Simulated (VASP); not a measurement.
Wanted: the native input for a VASP 6.6.1 run.

```yaml
Task: single point
Functional: r2SCAN
Dispersion: D3(BJ)
Potentials_or_basis: VASP PAW PBE potentials, release 64 (C, Cl, H)
Cutoff: 520 eV
k_mesh: 1 × 1 × 1
Occupations: fermi-dirac, width 0.05 eV
Spin: no spin polarisation
Dipole_correction: no
Further_INCAR_settings: LREAL = Auto; ALGO = Normal; EDIFF = 1e-06; NBANDS = 65
```

H27C5Cl5:

```
CELL_PARAMETERS angstrom
8.32034 0.00000 0.00000
0.00000 8.32034 0.00000
0.00000 0.00000 8.32034
ATOMIC_POSITIONS crystal
C 0.29047 0.52715 0.05258
C 0.35094 0.01746 0.11121
C 0.77154 0.89864 0.50457
C 0.61739 0.33006 0.57828
C 0.93114 0.20511 0.17519
Cl 0.26763 0.53560 0.26487
Cl 0.50777 0.14586 0.17737
Cl 0.98263 0.85578 0.48576
Cl 0.70556 0.46698 0.45800
Cl 0.92876 0.19875 0.95759
H 0.34781 0.62963 0.99802
H 0.36972 0.43755 0.01802
H 0.17891 0.48399 0.01208
H 0.24699 0.10236 0.11201
H 0.37501 0.99017 0.98295
H 0.33377 0.92622 0.19511
H 0.77205 0.96053 0.62972
H 0.74892 0.99013 0.41776
H 0.69310 0.79093 0.49957
H 0.68995 0.31125 0.67942
H 0.51142 0.39442 0.60685
H 0.58089 0.21094 0.52761
H 0.03809 0.28645 0.20563
H 0.80087 0.25558 0.20455
H 0.95013 0.09525 0.23437
H 0.63440 0.78397 0.14162
H 0.56605 0.73122 0.16406
H 0.89186 0.59192 0.14840
H 0.86670 0.57659 0.06468
H 0.71814 0.65166 0.85111
H 0.71876 0.61488 0.76949
H 0.41103 0.01804 0.60768
H 0.32985 0.05627 0.58208
H 0.37656 0.65543 0.68366
H 0.29368 0.68889 0.68491
H 0.08999 0.23428 0.56927
H 0.04451 0.30895 0.55592
```

These files were run (other wordings do the same):

POSCAR

```
H27C5Cl5
1.0
    8.3203350000      0.0000000000      0.0000000000
    0.0000000000      8.3203350000      0.0000000000
    0.0000000000      0.0000000000      8.3203350000
C Cl H
5 5 27
Direct
    0.2904690737      0.5271542552      0.0525820174
    0.3509353890      0.0174632392      0.1112094645
    0.7715434535      0.8986417013      0.5045710299
    0.6173910065      0.3300588258      0.5782820043
   -0.0688554007      0.2051119336      0.1751852540
    0.2676334547      0.5356034342      0.2648691429
    0.5077680166      0.1458595117      0.1773726659
    0.9826287043      0.8557828501      0.4857616911
    0.7055605333      0.4669763898      0.4579983859
   -0.0712351125      0.1987540165     -0.0424141576
    0.3478105148      0.6296260908     -0.0019830932
    0.3697206903      0.4375544975      0.0180161015
    0.1789110655      0.4839949353      0.0120788406
    0.2469852476      0.1023636668      0.1120147206
    0.3750089389     -0.0098313349     -0.0170546018
    0.3337726185     -0.0737830869      0.1951123362
    0.7720482408      0.9605262288      0.6297222408
    0.7489241719      0.9901284023      0.4177596215
    0.6930970928      0.7909296921      0.4995712312
    0.6899481812      0.3112494869      0.6794197589
    0.5114217156      0.3944192151      0.6068505655
    0.5808900723      0.2109410258      0.5276109676
    0.0380874087      0.2864548122      0.2056287397
   -0.1991265977      0.2555786516      0.2045470525
   -0.0498657806      0.0952485687      0.2343655634
    0.6343975333      0.7839708377      0.1416168940
    0.5660469200      0.7312205578      0.1640558944
    0.8918631281      0.5919232819      0.1483954672
    0.8666958722      0.5765873610      0.0646848955
    0.7181441613      0.6516564537      0.8511075576
    0.7187571174      0.6148790884      0.7694882478
    0.4110291232      0.0180401390      0.6076798590
    0.3298545071      0.0562717727      0.5820799283
    0.3765593573      0.6554303402      0.6836623766
    0.2936780791      0.6888905315      0.6849123262
    1.0899921698      0.2342814322      0.5692679441
    1.0445132317      0.3089539063      0.5559151164
```

INCAR.step1

```
SYSTEM = H27C5Cl5
ALGO = Normal
EDIFF = 1E-4
ENCUT = 520
GGA = PE
ISMEAR = -1
LASPH = .True.
LCHARG = .False.
LREAL = Auto
LWAVE = .True.
NBANDS = 65
NELM = 80
PREC = Accurate
SIGMA = 0.05
```

INCAR.step2

```
SYSTEM = H27C5Cl5
ALGO = Normal
EDIFF = 1E-6
ENCUT = 520
ISIF = 2
ISMEAR = -1
ISTART = 1
IVDW = 12
LASPH = .True.
LCHARG = .False.
LMIXTAU = .True.
LREAL = Auto
LWAVE = .False.
METAGGA = R2SCAN
NBANDS = 65
NELM = 80
PREC = Accurate
SIGMA = 0.05
VDW_A1 = 0.49484001
VDW_A2 = 5.73083694
VDW_S6 = 1.0
VDW_S8 = 0.78981345
```

KPOINTS

```
k-points
0
Gamma
  1 1 1
  0 0 0
```

Potentials or basis: VASP PAW PBE potentials, release 64 (C, Cl, H).

The run is started by

```sh
$ cat potpaw_PBE.64/C/POTCAR potpaw_PBE.64/Cl/POTCAR potpaw_PBE.64/H/POTCAR > POTCAR
$ cp INCAR.step1 INCAR
$ mpirun -np 1 vasp_gam > vasp.out
$ cp INCAR.step2 INCAR
$ mpirun -np 1 vasp_gam > vasp.out
```

It gave:

```yaml
Pressure: 0.2 GPa
Largest_force: 3.501 eV/Å
Band_gap_on_the_k_mesh: 6.29 eV
Dispersion_energy_per_atom: -0.019 eV
```

Caveat: the k points lie up to 0.76 Å⁻¹ apart; the PAW data sets were made with another functional, which shifts forces and pressure a little.

Run time: 6.3 min on 1 thread of Intel(R) Xeon(R) Platinum 8259CL CPU @ 2.50GHz (Skylake/Cascade Lake), on a shared host, peak memory 0.61 GiB.
